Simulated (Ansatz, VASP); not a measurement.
# One calculation of AlN, two programs

File POSCAR:

```
AlN
1.0
    3.1532941652      0.0000000000      0.0000000000
   -1.5766470826      2.7308328527      0.0000000000
    0.0000000000      0.0000000000      4.9360797762
Al N
2 2
Direct
    0.3333333333      0.6666666667     -0.0053356499
    0.6666666667      0.3333333333      0.4946643501
    0.3333333333      0.6666666667      0.3803356499
    0.6666666667      0.3333333333      0.8803356499
```

INCAR.step1

```
SYSTEM = AlN
PREC = Accurate
ENCUT = 520
EDIFF = 1E-5
ISMEAR = 0
SIGMA = 0.01
LREAL = .FALSE.
LASPH = .TRUE.
NELM = 120
ALGO = Normal
ISIF = 2
LWAVE = .TRUE.
LCHARG = .FALSE.
NBANDS = 16
GGA = PE
GGA_COMPAT = .FALSE.
```

Contents of INCAR.step2:

```
SYSTEM = AlN
PREC = Accurate
ENCUT = 520
EDIFF = 1E-6
ISMEAR = 0
SIGMA = 0.01
LREAL = .FALSE.
LASPH = .TRUE.
NELM = 120
ALGO = Normal
ISIF = 2
LWAVE = .FALSE.
LCHARG = .FALSE.
GGA = PE
LHFCALC = .TRUE.
HFSCREEN = 0.2079
PRECFOCK = Normal
NBANDS = 16
ISTART = 1
GGA_COMPAT = .FALSE.
```

File KPOINTS:

```
regular mesh
0
G
  6 6 4
  0 0 0
```

Input for Ansatz:

```yaml
crystal:
  lattice:
    - [3.1532941652, 0.0, 0.0]
    - [-1.5766470826, 2.7308328527, 0.0]
    - [0.0, 0.0, 4.9360797762]
  atoms:
    - { symbol: Al, position: [0.3333333333, 0.6666666667, -0.0053356499] }
    - { symbol: Al, position: [0.6666666667, 0.3333333333, 0.4946643501] }
    - { symbol: "N", position: [0.3333333333, 0.6666666667, 0.3803356499] }
    - { symbol: "N", position: [0.6666666667, 0.3333333333, 0.8803356499] }
kpoints:
  mp_grid: { grid: [6, 6, 4] }
  band_path:
    path:
      - [0.0, 0.0, 0.0]
      - [0.5, 0.0, 0.0]
      - [0.3333333333, 0.3333333333, 0.0]
      - [0.0, 0.0, 0.5]
      - [0.5, 0.0, 0.5]
      - [0.3333333333, 0.3333333333, 0.5]
    npoints: 1
hamiltonian:
  xc: hse06
scf:
  occupations: { method: fixed }
  n_extra_bands: 5
output:
  forces: true
  stress: true
  eigenvalues: true
```

Change from the starting cell: epitaxial_xy strain +1.5%.

Alike in both runs: task single point; functional HSE06; k mesh 6 × 6 × 4; no spin polarisation.

|  | VASP | Ansatz |
| --- | --- | --- |
| version | VASP 6.6.1 | Ansatz 0.2.0 |
| potentials or method | VASP PAW PBE potentials, release 64 (Al, N) | plane waves, PAW |
| plane-wave cutoff (eV) | 520 | 420 |
| occupations | gaussian, width 0.01 eV | fixed |
| valence electrons in the cell | 16 | 16 |

VASP gave:

```
gap on the k mesh at the Fermi level (eV)                     : 5.27
pressure (GPa)                                                : -5.4
traceless stress, the component that is largest in VASP (GPa) : 4.48
rms of the force components (eV/Å)                            : 0.004
```

**Question.** What did Ansatz give for the same quantities?

**Answer.** gap on the k mesh at the Fermi level (eV): 5.28; pressure (GPa): -5.2; traceless stress, the component that is largest in VASP (GPa): 4.33; rms of the force components (eV/Å): 0.006.

Atom by atom the forces differ by 0.002 eV/Å (rms over components). Ansatz's warnings: stress exchange threshold loose, stress scf threshold loose.
